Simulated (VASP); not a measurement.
Crystal: ZnSe.

```
CELL_PARAMETERS angstrom
0.00000 2.83244 2.83244
2.83244 0.00000 2.83244
2.83244 2.83244 0.00000
ATOMIC_POSITIONS crystal
Zn 0.00000 0.00000 0.00000
Se 0.25000 0.25000 0.25000
```

```yaml
Program: VASP 6.6.1
Task: relaxation of cell and atoms
Functional: PBE
Potentials_or_basis: VASP PAW PBE potentials, release 64 (Zn, Se)
Cutoff: 600 eV
k_mesh: 8 × 8 × 8
Occupations: gaussian, width 0.02 eV
Spin: no spin polarisation
```

At the start: pressure 2.4 GPa; volume 22.72 Å³/atom.

Problem. How do energy, volume and symmetry change on relaxing?

Solution. Over 5 steps the energy falls by 6.6 meV/atom and the volume is 23.65 Å³/atom (+4.1 %); space group F-43m (No. 216, to 0.05 Å).

The path:
```
step  energy change (eV)  largest force (eV/Å)  pressure (GPa)  volume (Å³)
   1              0.0000                0.0000            2.43        45.45
   2             -0.0123                0.0000           -0.57        47.75
   3             -0.0132                0.0000            0.11        47.25
   4             -0.0131                0.0000           -0.06        47.33
   5             -0.0132                0.0000           -0.02        47.29
```

Final structure:
```
Zn Se
1.0
     0.00000    2.87028    2.87028
     2.87028    0.00000    2.87028
     2.87028    2.87028    0.00000
Zn Se
1 1
Direct
  0.00000 0.00000 0.00000
  0.25000 0.25000 0.25000
```
